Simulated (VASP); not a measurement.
FeO, 2 atoms in the cell. It takes space group R-3m (No. 166, trigonal). Conventional cell: a = 3.187 Å, b = 3.187 Å, c = 7.547 Å, α = 90.00°, β = 90.00°, γ = 120.00°. Within 2.9 Å of Fe (site symmetry -3m) lie 6 O at 2.23 Å. Within 2.9 Å of O (site symmetry -3m) lie 6 Fe at 2.23 Å.  This cell differs from its parent crystal: strain +0.0500 x Voigt [1, 1, 0, 0, 0, 0].

| Quantity | Value |
| --- | --- |
| Program | VASP 6.6.1 |
| Task | single point |
| Functional | PBE |
| Potentials or basis | VASP PAW PBE potentials, release 64 (Fe, O) |
| Cutoff | 600 eV |
| k mesh | 18 × 18 × 18 |
| Occupations | gaussian, width 0.15 eV |
| Spin | collinear spin, ferromagnetic start |
| Starting moments | [3.8, 0.35] μB |
| Dipole correction | no |
| Further INCAR settings | ALGO = Normal; EDIFF = 1e-06; NBANDS = 18 |

Potentials or basis: VASP PAW PBE potentials, release 64 (Fe, O).

Run with:

```console
$ cat potpaw_PBE.64/Fe/POTCAR potpaw_PBE.64/O/POTCAR > POTCAR
$ mpirun -np 1 vasp_std > vasp.out
```

Hardware: 1 thread of Intel Xeon 8259CL (shared host).

How long does it take, and how much memory?

It took 23 min on 1 thread of Intel Xeon 8259CL, on a shared host, peak memory 0.53 GiB. Counts: scf iterations 17, k points 580.
